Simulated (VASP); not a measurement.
# ZnS (P6_3mc) in VASP: a series of runs, part 2 of 2

VASP 6.6.1. Earlier steps stand in the parts before.

## Step 3: Single point, r2SCAN

Contents of POSCAR:

```
ZnS
1.0
    3.8054508206      0.0000000000      0.0000000000
   -1.9027254103      3.2956170835      0.0000000000
    0.0000000000      0.0000000000      6.2439930788
Zn S
2 2
Direct
    0.3333333333      0.6666666667      0.0003381272
    0.6666666667      0.3333333333      0.5003381272
    0.3333333333      0.6666666667      0.3746618728
    0.6666666667      0.3333333333      0.8746618728
```

Contents of INCAR.step1:

```
ALGO     = Normal         # electronic algorithm
EDIFF    = 1E-4           # SCF threshold, eV
ENCUT    = 520            # plane-wave cutoff, eV
GGA      = PE             # functional
ISMEAR   = 0              # smearing method
LASPH    = T              # aspherical terms in the spheres
LCHARG   = F              # write CHGCAR
LREAL    = F              # projectors in reciprocal space
LWAVE    = T              # write WAVECAR
NBANDS   = 26             # bands
NELM     = 100            # most SCF steps
PREC     = Accurate       # precision mode
SIGMA    = 0.01           # smearing width, eV
```

Contents of INCAR.step2:

```
ALGO     = Normal         # electronic algorithm
EDIFF    = 1E-7           # SCF threshold, eV
ENCUT    = 520            # plane-wave cutoff, eV
ISIF     = 2              # what is computed and relaxed
ISMEAR   = 0              # smearing method
ISTART   = 1            
LASPH    = T              # aspherical terms in the spheres
LCHARG   = T              # write CHGCAR
LELF     = T              # ELF
LMIXTAU  = T            
LREAL    = F              # projectors in reciprocal space
LVHAR    = T            
LWAVE    = F              # write WAVECAR
METAGGA  = R2SCAN         # meta-GGA
NBANDS   = 26             # bands
NELM     = 100            # most SCF steps
PREC     = Accurate       # precision mode
SIGMA    = 0.01           # smearing width, eV
```

Contents of KPOINTS:

```
k-points
0
Gamma
  6 6 4
```

Potentials or basis: VASP PAW PBE potentials, release 64 (Zn, S).

Started as:

```bash
cat potpaw_PBE.64/Zn/POTCAR potpaw_PBE.64/S/POTCAR > POTCAR
cp INCAR.step1 INCAR
mpirun -np 1 vasp_std > vasp.out
cp INCAR.step2 INCAR
mpirun -np 1 vasp_std > vasp.out
```

OUTCAR:

```text
EDIFF = 1E-7
   ENCUT = 520
   ISIF = 2
   ISMEAR = 0
   ISTART = 1
   LASPH = T
   LREAL = F
   METAGGA = R2SCAN
   NELM = 100
   PREC = Accurate

 ion  position               nearest neighbor table
   1  0.333  0.667  0.000-   4 2.33   4 2.33   4 2.33   3 2.34
   2  0.667  0.333  0.500-   3 2.33   3 2.33   3 2.33   4 2.34
   3  0.333  0.667  0.375-   2 2.33   2 2.33   2 2.33   1 2.34
   4  0.667  0.333  0.875-   1 2.33   1 2.33   1 2.33   2 2.34

  LATTYP: Found a hexagonal cell.
 ALAT       =     3.8054508206
 C/A-ratio  =     1.6408024629

  Lattice vectors:

 A1 = (   3.8054508206,   0.0000000000,   0.0000000000)
 A2 = (  -1.9027254103,   3.2956170835,   0.0000000000)
 A3 = (   0.0000000000,   0.0000000000,   6.2439930788)

Analysis of symmetry for initial positions (statically):
=====================================================================
 Subroutine PRICEL returns:
 Original cell was already a primitive cell.

[... 166 lines left out ...]
  ---------------------------------------------------
  free energy    TOTEN  =       -37.72116641 eV

  energy without entropy =      -37.72116641  energy(sigma->0) =      -37.72116641

 E-fermi :   2.0345     XC(G=0): -10.3155

 val. band max:        1.9239328107   @ k =   0.0000   0.0000   0.0000
 cond. band min:       4.7141468070   @ k =   0.0000   0.0000   0.0000
 fundamental gap:      2.7902139963
 Fermi energy:         2.0345477567

 k-point     1 :       0.0000    0.0000    0.0000
  band No.  band energies     occupation
      1     -11.8328      2.00000
      2     -10.8711      2.00000
      3      -4.6135      2.00000
      4      -4.5988      2.00000
      5      -4.5988      2.00000
      6      -4.5078      2.00000
[... 598 lines left out ...]
     25      12.1687      0.00000
     26      12.1687      0.00000

------------------------ aborting loop because EDIFF is reached ----------------------------------------

  FORCE on cell =-STRESS in cart. coord.  units (eV):
  Direction    XX          YY          ZZ          XY          YZ          ZX
  --------------------------------------------------------------------------------------
  -------------------------------------------------------------------------------------
  Total        0.0655604      0.0655604      0.0328212      0.0000000      0.0000000      0.0000000
  in kB        1.3413649      1.3413649      0.6715206      0.0000000      0.0000000      0.0000000
  external PRESSURE =       1.1180834 kB  Pullay stress =       0.0000000 kB

 VOLUME and BASIS-vectors are now :
 -----------------------------------------------------------------------------
  energy-cutoff  :      520.00
  volume of cell :       78.31
      direct lattice vectors                 reciprocal lattice vectors
     3.805450821  0.000000000  0.000000000     0.262780955  0.151716655  0.000000000
    -1.902725410  3.295617083  0.000000000     0.000000000  0.303433310  0.000000000
     0.000000000  0.000000000  6.243993079     0.000000000  0.000000000  0.160153925

 POSITION                                       TOTAL-FORCE (eV/Angst)
 -----------------------------------------------------------------------------------
     -0.00000      2.19708      0.00211         0.000000     -0.000000     -0.000646
      1.90273      1.09854      3.12411        -0.000000      0.000000     -0.000646
     -0.00000      2.19708      2.33939        -0.000000      0.000000      0.000646
      1.90273      1.09854      5.46138         0.000000     -0.000000      0.000646
 -----------------------------------------------------------------------------------
    total drift:                               -0.000000     -0.000000     -0.014253

  FREE ENERGIE OF THE ION-ELECTRON SYSTEM (eV)
  ---------------------------------------------------
  free  energy   TOTEN  =       -37.7211664070 eV

  energy  without entropy=      -37.7211664070  energy(sigma->0) =      -37.72116641
```

OSZICAR.step1:

```text
N       E                     dE             d eps       ncg     rms          rms(c)
DAV:   1     0.247911999575E+03    0.24791E+03   -0.17098E+04  1092   0.168E+03
DAV:   2     0.983839875602E+01   -0.23807E+03   -0.22796E+03  1116   0.354E+02
DAV:   3    -0.139677103139E+02   -0.23806E+02   -0.23578E+02  1326   0.112E+02
DAV:   4    -0.145192324674E+02   -0.55152E+00   -0.55046E+00  1210   0.170E+01
DAV:   5    -0.145283050532E+02   -0.90726E-02   -0.90700E-02  1366   0.216E+00    0.989E+00
DAV:   6    -0.136814007738E+02    0.84690E+00   -0.16339E+00  1632   0.371E+01    0.759E+00
DAV:   7    -0.136770103534E+02    0.43904E-02   -0.12480E+00  1150   0.654E+00    0.345E+00
DAV:   8    -0.136702707441E+02    0.67396E-02   -0.34845E-02  1332   0.174E+00    0.985E-01
DAV:   9    -0.136707092009E+02   -0.43846E-03   -0.93389E-03  1452   0.129E+00    0.231E-01
DAV:  10    -0.136708487411E+02   -0.13954E-03   -0.58089E-04  1242   0.330E-01    0.948E-02
DAV:  11    -0.136710637192E+02   -0.21498E-03   -0.32833E-04  1058   0.121E-01    0.598E-02
DAV:  12    -0.136710628229E+02    0.89628E-06   -0.14707E-05   624   0.435E-02
   1 F= -.13671063E+02 E0= -.13671063E+02  d E =-.496462E-37
```

Wall time 4.5 min (1 thread of Intel Xeon 8259CL, shared host); peak memory 0.21 GiB.

Results:

```
Free energy            : -37.7212 eV
Pressure               : 0.1 GPa
Band gap on the k mesh : 2.79 eV, direct
```

Levels at points of the mesh, in eV from the valence-band top:
```csv
k point,band 14,band 15,band 16,band 17,band 18,band 19,band 20,band 21,band 22,band 23
"(0.00, 0.00, 0.00)",-0.92,-0.92,-0.08,0.00,0.00,2.79,3.62,6.80,6.80,7.07
"(0.50, 0.00, 0.00)",-4.19,-3.36,-2.31,-1.73,-0.91,4.04,4.78,5.45,7.37,8.00
"(0.00, 0.00, 0.50)",-2.90,-0.48,-0.48,-0.48,-0.48,4.11,4.11,7.26,7.26,7.26
"(0.50, 0.00, 0.50)",-4.96,-1.68,-1.68,-1.66,-1.66,3.96,3.96,5.66,5.66,9.38
```

Caveat: the PAW data sets were made with another functional, which shifts forces and pressure a little.
